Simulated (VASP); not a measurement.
AlRu, 2 atoms in the cell. Symmetry: Pm-3m, No. 221, cubic system. The conventional cell has a = 2.937 Å, b = 2.937 Å, c = 2.937 Å, α = 90.00°, β = 90.00°, γ = 90.00°. Within 3.4 Å of Al (site symmetry m-3m) lie 8 Ru at 2.54 Å and 6 Al at 2.94 Å. Ru (site symmetry m-3m) has 8 Al at 2.54 Å and 6 Ru at 2.94 Å within 3.4 Å. 

| Item | Value |
| --- | --- |
| Program | VASP 6.6.1 |
| Task | single point |
| Functional | r2SCAN |
| Potentials or basis | VASP PAW PBE potentials, release 64 (Al, Ru_pv) |
| Cutoff | 520 eV |
| k mesh | 10 × 10 × 10 |
| Occupations | fermi-dirac, width 0.1 eV |
| Spin | no spin polarisation |
| Dipole correction | no |
| Further INCAR settings | ALGO = Normal; EDIFF = 1e-07; NBANDS = 16 |

Potentials or basis: VASP PAW PBE potentials, release 64 (Al, Ru_pv).

The run is started by

```bash
$ cat potpaw_PBE.64/Al/POTCAR potpaw_PBE.64/Ru_pv/POTCAR > POTCAR
$ cp INCAR.step1 INCAR
$ mpirun -np 1 vasp_std > vasp.out
$ cp INCAR.step2 INCAR
$ mpirun -np 1 vasp_std > vasp.out
```

Hardware: 1 thread of AMD EPYC 7R43 64-Core Processor (Zen 3), on a shared host.

Task: Estimate the wall time of this run.

Result: Run time: 2.8 min on 1 thread of AMD EPYC 7R43 64-Core Processor (Zen 3) (shared host), peak memory 0.12 GiB. Counts: k points 56.
